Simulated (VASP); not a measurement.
Write the native input for VASP 6.6.1 that does the following.

```
Task                   : single point
Functional             : PBE
Potentials or basis    : VASP PAW PBE potentials, release 64 (Ca_sv, As, F)
Cutoff                 : 520 eV
k mesh                 : 12 × 12 × 12
Occupations            : gaussian, width 0.02 eV
Spin                   : no spin polarisation
Dipole correction      : no
Further INCAR settings : ALGO = Normal; EDIFF = 1e-06; NBANDS = 24
```

The structure of Ca2AsF lies in POSCAR:

```
Ca2AsF
1.0
    2.0903864564      1.2068851833      5.9821655020
   -2.0903864564      1.2068851833      5.9821655020
    0.0000000000     -2.4137703667      5.9821655020
Ca As F
2 1 1
Direct
    0.2510753973      0.2510753973      0.2510753973
    0.7489246027      0.7489246027      0.7489246027
    0.5000000000      0.5000000000      0.5000000000
    0.0000000000      0.0000000000      0.0000000000
```

These files were run (other wordings do the same):

INCAR

```
SYSTEM = Ca2AsF
ALGO     = Normal         ! electronic algorithm
EDIFF    = 1E-6           ! SCF threshold, eV
ENCUT    = 520            ! plane-wave cutoff, eV
GGA      = PE             ! functional
ISIF     = 2              ! what is computed and relaxed
ISMEAR   = 0              ! smearing method
LASPH    = .True.         ! aspherical terms in the spheres
LCHARG   = .False.        ! write CHGCAR
LREAL    = .False.        ! projectors in reciprocal space
LWAVE    = .False.        ! write WAVECAR
NBANDS   = 24             ! bands
NELM     = 100            ! most SCF steps
PREC     = Accurate       ! precision mode
SIGMA    = 0.02           ! smearing width, eV
```

KPOINTS

```
k-points
0
Gamma
  12 12 12
  0 0 0
```

Potentials or basis: VASP PAW PBE potentials, release 64 (Ca_sv, As, F).

Command:

```console
$ cat potpaw_PBE.64/Ca_sv/POTCAR potpaw_PBE.64/As/POTCAR potpaw_PBE.64/F/POTCAR > POTCAR
$ mpirun -np 1 vasp_std > vasp.out
```

Results of the run:

```yaml
Pressure: 0.1 GPa
Largest_force: 0.022 eV/Å
Band_gap_on_the_k_mesh: 0.84 eV
```

Wall time 5.2 min on 1 thread of Intel(R) Xeon(R) 6975P-C (Granite Rapids) (shared host), peak memory 0.62 GiB.
